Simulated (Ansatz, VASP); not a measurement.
MoS2: VASP beside Ansatz

```xyz
6
Lattice="3.0821 0.0000 0.0000 -1.5411 2.6692 0.0000 0.0000 0.0000 11.9862" Properties=species:S:1:pos:R:3 pbc="T T T"
Mo    0.0000    1.7795    2.9965
Mo    1.5411    0.8897    8.9896
S     0.0000    1.7795    7.4674
S     1.5411    0.8897    1.4743
S     0.0000    1.7795   10.5119
S     1.5411    0.8897    4.5188
```

Alike in both runs: task single point; functional PBE; dispersion D4; k mesh 8 × 8 × 2; occupations methfessel-paxton of order 1, width 0.15 eV; no spin polarisation.

```csv
,VASP,Ansatz
version,VASP 6.6.1,Ansatz 0.2.0
potentials or method,"VASP PAW PBE potentials, release 64 (Mo_sv, S), cutoff 520 eV","plane waves, PAW"
valence electrons in the cell,52,52
```

|  | VASP | Ansatz | Ansatz less VASP |
| --- | --- | --- | --- |
| pressure (GPa) | 12.8 | 13.0 | +0.19 |
| traceless stress, the component that is largest in VASP (GPa) | 1.17 | 1.24 | +0.068 |
